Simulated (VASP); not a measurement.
The system is Hf2N.

```xyz
9
Lattice="5.3506 0.0000 0.0000 -2.6753 4.6337 0.0000 0.0000 0.0000 4.9933" Properties=species:S:1:pos:R:3 pbc="T T T"
Hf    1.7839    3.0898    3.7589
Hf   -0.8914    1.5439    3.7589
Hf    1.7828    0.0000    3.7589
Hf    0.8914    1.5439    1.2344
Hf   -1.7839    3.0898    1.2344
Hf    3.5678    0.0000    1.2344
N     2.6753    1.5446    2.4967
N     0.0000    3.0892    2.4967
N     0.0000    0.0000    0.0000
```

```yaml
Program: VASP 6.6.1
Task: relaxation of cell and atoms
Functional: PBEsol
Potentials_or_basis: VASP PAW PBE potentials, release 64 (Hf_pv, N)
Cutoff: 600 eV
k_mesh: 6 × 6 × 4
Occupations: gaussian, width 0.1 eV
Spin: no spin polarisation
```

At the start: pressure 18.6 GPa; volume 13.76 Å³/atom.

Q: Where does the relaxation end?

A: Over 9 steps the energy falls by 67.5 meV/atom and the volume is 14.91 Å³/atom (+8.4 %); space group P-31m (No. 162, to 0.05 Å).

The path:
| step | energy change (eV) | largest force (eV/Å) | pressure (GPa) | volume (Å³) |
| --- | --- | --- | --- | --- |
| 1 | 0.0000 | 0.4311 | 18.63 | 123.80 |
| 2 | 1.0203 | 0.4223 | -22.11 | 154.72 |
| 3 | -0.5735 | 0.3859 | -1.06 | 134.53 |
| 4 | -0.5746 | 0.3858 | -0.40 | 134.09 |
| 5 | -0.5744 | 0.3859 | -0.08 | 133.88 |
| 6 | -0.6044 | 0.1291 | 0.30 | 133.77 |
| 7 | -0.6067 | 0.0750 | 0.48 | 133.73 |
| 8 | -0.6069 | 0.0055 | -0.71 | 134.53 |
| 9 | -0.6078 | 0.0322 | -0.15 | 134.15 |

Final structure:
```cif
data_structure
_symmetry_space_group_name_H-M 'P 1'
_symmetry_Int_Tables_number 1
_cell_length_a 5.5256
_cell_length_b 5.5256
_cell_length_c 5.0734
_cell_angle_alpha 90.000
_cell_angle_beta 90.000
_cell_angle_gamma 120.000
_cell_volume 134.15
loop_
_atom_site_label
_atom_site_type_symbol
_atom_site_fract_x
_atom_site_fract_y
_atom_site_fract_z
_atom_site_occupancy
Hf1 Hf 0.66767 0.66767 0.74673 1
Hf2 Hf 0.00000 0.33233 0.74673 1
Hf3 Hf 0.33233 0.00000 0.74673 1
Hf4 Hf 0.33233 0.33233 0.25327 1
Hf5 Hf 0.00000 0.66767 0.25327 1
Hf6 Hf 0.66767 0.00000 0.25327 1
N1 N 0.66667 0.33333 0.50000 1
N2 N 0.33333 0.66667 0.50000 1
N3 N 0.00000 0.00000 0.00000 1
```

Caveat: the PAW data sets were made with another functional, which shifts forces and pressure a little; the relaxation stopped at a loose force limit of 0.05 eV/Å, so its end isn't a converged minimum.
